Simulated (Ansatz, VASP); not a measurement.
# One calculation of BaF2, two programs

```xyz
3
Lattice="0.0000 3.1151 3.1151 3.1151 0.0000 3.1151 3.1151 3.1151 0.0000" Properties=species:S:1:pos:R:3 pbc="T T T"
Ba    0.0000    0.0000    0.0000
F     1.5575    1.5575    1.5575
F     4.6726    4.6726    4.6726
```

Alike in both runs: task single point; functional PBE; k mesh 10 × 10 × 10; occupations gaussian, width 0.05 eV; no spin polarisation.

|  | VASP | Ansatz |
| --- | --- | --- |
| version | VASP 6.6.1 | Ansatz 0.2.0 |
| potentials or method | VASP PAW PBE potentials, release 64 (Ba_sv, F), cutoff 600 eV | scalar-relativistic, plane waves, PAW |
| valence electrons in the cell | 24 | 24 |

|  | VASP | Ansatz | Ansatz less VASP |
| --- | --- | --- | --- |
| gap on the k mesh at the Fermi level (eV) | 6.70 | 6.77 | +0.069 |
| least direct gap on the mesh (eV) | 6.77 | 6.85 | +0.082 |
| pressure (GPa) | 1.4 | 0.4 | -0.93 |

Neither program's run includes spin-orbit coupling.
